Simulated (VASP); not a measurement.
A run of VASP 6.6.1:

File INCAR:

```
PREC = Accurate
ENCUT = 600
EDIFF = 1E-7
ISMEAR = -1
SIGMA = 0.05
LREAL = F
LASPH = T
NELM = 100
ALGO = Normal
ISIF = 3
LWAVE = F
LCHARG = F
GGA = PE
IBRION = 2
NSW = 60
EDIFFG = -0.005
```

File KPOINTS:

```
regular mesh
0
Gamma
  18 18 18
```

POSCAR

```
Au
1.0
   -1.6495254221      1.6495254221      1.6495254221
    1.6495254221     -1.6495254221      1.6495254221
    1.6495254221      1.6495254221     -1.6495254221
Au
1
Direct
    0.0000000000      0.0000000000      0.0000000000
```

Potentials or basis: VASP PAW PBE potentials, release 64 (Au).

Launch:

```sh
$ cat potpaw_PBE.64/Au/POTCAR > POTCAR
$ mpirun -np 1 vasp_std > vasp.out
```

Hardware: 1 thread of AMD EPYC 9R45 96-Core Processor (Zen 5), with other jobs on the host.

Question: Estimate the wall time of this run.

Answer: Wall time 26 s on 1 thread of AMD EPYC 9R45 96-Core Processor (Zen 5) (shared host), peak memory 0.15 GiB. Counts: scf iterations 22, k points 195, ion steps 3.
